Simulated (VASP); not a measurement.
Here is a VASP 6.6.1 calculation.

INCAR

```
SYSTEM = Ti3Al4Ni
PREC = Accurate
ENCUT = 520
EDIFF = 1E-6
ISMEAR = 0
SIGMA = 0.1
LREAL = .False.
LASPH = .True.
NELM = 100
ALGO = Fast
ISIF = 2
LWAVE = .False.
LCHARG = .False.
GGA = PE
NBANDS = 39
```

File KPOINTS:

```
Automatic mesh
0
Gamma
  6 6 10
  0 0 0
```

Contents of POSCAR:

```
Ti3Al4Ni
1.0
    5.8200009428      0.0000000000      0.0000000000
    0.0000000000      5.8200009428      0.0000000000
    0.0000000000      0.0000000000      3.6196496689
Ti Al Ni
3 4 1
Direct
    0.0000000000      0.0000000000      0.5000000000
    0.0000000000      0.5000000000      0.5000000000
    0.5000000000      0.0000000000      0.5000000000
    0.7314972692      0.7314972692      0.0000000000
    0.7314972692      0.2685027308      0.0000000000
    0.2685027308      0.7314972692      0.0000000000
    0.2685027308      0.2685027308      0.0000000000
    0.5000000000      0.5000000000      0.5000000000
```

Potentials or basis: VASP PAW PBE potentials, release 64 (Ti_sv, Al, Ni).

Launch:

```console
$ cat potpaw_PBE.64/Ti_sv/POTCAR potpaw_PBE.64/Al/POTCAR potpaw_PBE.64/Ni/POTCAR > POTCAR
$ mpirun -np 1 vasp_std > vasp.out
```

Q: Estimate the pressure.

A: 0.0 GPa.

Q: Predict the band gap on the k mesh.

A: Zero (bands 29 and 30 overlap by 0.93 eV).

Forces on the atoms (eV/Å):
```
Ti   0.000  0.000  0.000
Ti   0.000  0.000  0.000
Ti   0.000  0.000  0.000
Al   0.006  0.006  0.000
Al   0.006 -0.006  0.000
Al  -0.006  0.006  0.000
Al  -0.006 -0.006  0.000
Ni   0.000  0.000  0.000
```

Spin polarisation is off, so any magnetic state and its effect on volume and gap are missing.
